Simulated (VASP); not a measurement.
The system is HoTeI.

```
CELL_PARAMETERS angstrom
5.55744 0.00000 0.00000
-2.77872 4.81289 0.00000
0.00000 0.00000 3.49340
ATOMIC_POSITIONS crystal
Ho 0.66667 0.33333 0.00000
Te 0.00000 0.00000 0.50000
I 0.33333 0.66667 0.50000
```

The cell was generated, and may not be a known phase.

- Program: VASP 6.6.1
- Task: relaxation of cell and atoms
- Functional: PBE
- Potentials or basis: VASP PAW PBE potentials, release 64 (Ho_3, Te, I), 4f in core
- Cutoff: 500 eV
- k mesh: 12 × 12 × 14
- Occupations: gaussian, width 0.1 eV
- Spin: no spin polarisation

At the start: pressure -0.1 GPa; volume 31.15 Å³/atom.

Where does the relaxation end?

Over 5 steps the energy falls by 3.6 meV/atom; space group P-6m2 (No. 187, to 0.1 Å) before and after.

The path:
| step | energy change (eV) | largest force (eV/Å) | pressure (GPa) | volume (Å³) |
| --- | --- | --- | --- | --- |
| 1 | 0.0000 | 0.0000 | -0.06 | 93.44 |
| 2 | -0.0109 | 0.0000 | 0.04 | 93.28 |
| 3 | -0.0109 | 0.0000 | 0.05 | 93.27 |
| 4 | -0.0109 | 0.0000 | 0.05 | 93.26 |
| 5 | -0.0109 | 0.0000 | -0.01 | 93.40 |

Final structure:
```
Ho Te I
1.0
     5.59856    0.00000    0.00000
    -2.79928    4.84849    0.00000
     0.00000    0.00000    3.44089
Ho Te I
1 1 1
Direct
  0.66667 0.33333 0.00000
  0.00000 0.00000 0.50000
  0.33333 0.66667 0.50000
```

Caveat: the run has no spin polarisation, though such a crystal can be magnetic.
